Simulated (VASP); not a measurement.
Here is a VASP 6.6.1 calculation.

Contents of INCAR:

```
PREC = Accurate
ENCUT = 520
EDIFF = 1E-7
ISMEAR = 1
SIGMA = 0.1
LREAL = False
LASPH = True
NELM = 60
ALGO = Normal
ISIF = 2
LWAVE = False
LCHARG = False
GGA = PS
NBANDS = 18
```

File KPOINTS:

```
regular mesh
0
Gamma
  9 9 6
```

POSCAR

```
PtS2
1.0
    3.5724839726      0.0000000000      0.0000000000
   -1.7862419863      3.0938606542      0.0000000000
    0.0000000000      0.0000000000      5.0804448637
Pt S
1 2
Direct
    0.0000000000      0.0000000000      0.0000000000
    0.3333333333      0.6666666667      0.2270000000
    0.6666666667      0.3333333333      0.7730000000
```

Potentials or basis: VASP PAW PBE potentials, release 64 (Pt, S).

Command:

```sh
$ cat potpaw_PBE.64/Pt/POTCAR potpaw_PBE.64/S/POTCAR > POTCAR
$ mpirun -np 1 vasp_std > vasp.out
```

(1) Predict the band gap on the k mesh.

(2) Predict the pressure.

(3) Estimate the largest force.

## Answers

(1) 0.90 eV, indirect (least direct gap 1.04 eV).

(2) 2.2 GPa.

(3) 0.563 eV/Å.

Caveat: the PAW data sets were made with another functional, which shifts forces and pressure a little; spin-orbit coupling is left out, which moves the levels of the heavy elements.
